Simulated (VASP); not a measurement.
A run of VASP 6.6.1:

The input INCAR:

```
ALGO = Normal ; EDIFF = 1E-6
ENCUT = 600 ; GGA = PS
GGA_COMPAT = F ; ISIF = 2
ISMEAR = -1 ; ISPIN = 2
LASPH = T ; LCHARG = T
LELF = T ; LMAXMIX = 4
LORBIT = 11 ; LREAL = F
LVHAR = T ; LWAVE = F
MAGMOM = 2 0 ; NBANDS = 18
NELM = 200 ; PREC = Accurate
SIGMA = 0.05
```

Contents of KPOINTS:

```
k-points
0
Gamma
  16 16 16
```

File POSCAR:

```
CoO
1.0
    0.0000000000      2.1315000000      2.1954450000
    2.1315000000      0.0000000000      2.1954450000
    2.1315000000      2.1315000000      0.0000000000
Co O
1 1
Direct
    0.0000000000      0.0000000000      0.0000000000
    0.5000000000      0.5000000000      0.5000000000
```

Potentials or basis: VASP PAW PBE potentials, release 64 (Co, O).

Run with:

```console
$ cat potpaw_PBE.64/Co/POTCAR potpaw_PBE.64/O/POTCAR > POTCAR
$ mpirun -np 1 vasp_std > vasp.out
```

Hardware: 1 thread of Intel(R) Xeon(R) Platinum 8488C (Sapphire Rapids), with other jobs on the host.

Question: How long does it take, and how much memory?

Answer: Wall time 2.3 min on 1 thread of Intel(R) Xeon(R) Platinum 8488C (Sapphire Rapids), with other jobs on the host, peak memory 0.34 GiB. Counts: scf iterations 17, k points 349.
